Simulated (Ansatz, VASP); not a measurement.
**Two plane-wave programs on Ga4O**

INCAR

```
  ALGO = Normal
  EDIFF = 1E-7
  ENCUT = 520
  GGA = PE
  ISIF = 2
  ISMEAR = 0
  LASPH = T
  LCHARG = T
  LELF = T
  LREAL = F
  LVHAR = T
  LWAVE = F
  NBANDS = 37
  NELM = 80
  PREC = Accurate
  SIGMA = 0.1
```

File KPOINTS:

```
k-points
0
Gamma
  4 4 4
```

POSCAR

```
Ga4O
1.0
    4.3979385500      0.0000000000      0.0000000000
    0.0000000000      4.3979385500      0.0000000000
    0.0000000000      0.0000000000      4.3979385500
Ga O
4 1
Direct
    0.0000000000      0.0000000000      0.0000000000
    0.5000000000      0.5000000000      0.0000000000
    0.5000000000      0.0000000000      0.5000000000
    0.0000000000      0.5000000000      0.5000000000
    0.5000000000      0.5000000000      0.5000000000
```

Input for Ansatz:

```yaml
crystal:
  lattice:
    - [4.39793855, 0.0, 0.0]
    - [0.0, 4.39793855, 0.0]
    - [0.0, 0.0, 4.39793855]
  atoms:
    - { symbol: Ga, position: [0.0, 0.0, 0.0] }
    - { symbol: Ga, position: [0.5, 0.5, 0.0] }
    - { symbol: Ga, position: [0.5, 0.0, 0.5] }
    - { symbol: Ga, position: [0.0, 0.5, 0.5] }
    - { symbol: O, position: [0.5, 0.5, 0.5] }
basis:
  ecutwfc: 420
kpoints:
  mp_grid: { grid: [4, 4, 4] }
hamiltonian:
  xc: pbe
scf:
  occupations: { method: gaussian, width: 0.1 }
  lower_state_search: "off"
output:
  forces: true
  stress: true
  eigenvalues: true
```

Change from the starting cell: species swapped into the Mn4N type (Pm-3m, No. 221).

Alike in both runs: task single point; functional PBE; k mesh 4 × 4 × 4; occupations gaussian, width 0.1 eV; no spin polarisation.

|  | VASP | Ansatz |
| --- | --- | --- |
| version | VASP 6.6.1 | Ansatz 0.2.0 |
| potentials or method | VASP PAW PBE potentials, release 64 (Ga_d, O), cutoff 520 eV | scalar-relativistic, plane waves, PAW |
| valence electrons in the cell | 58 | 58 |

|  | VASP | Ansatz | Ansatz less VASP |
| --- | --- | --- | --- |
| gap on the k mesh at the Fermi level (eV) | none | none | - |
| pressure (GPa) | 3.4 | 3.2 | -0.19 |

A gap of «none» marks a metal or a gap that the smearing closes.
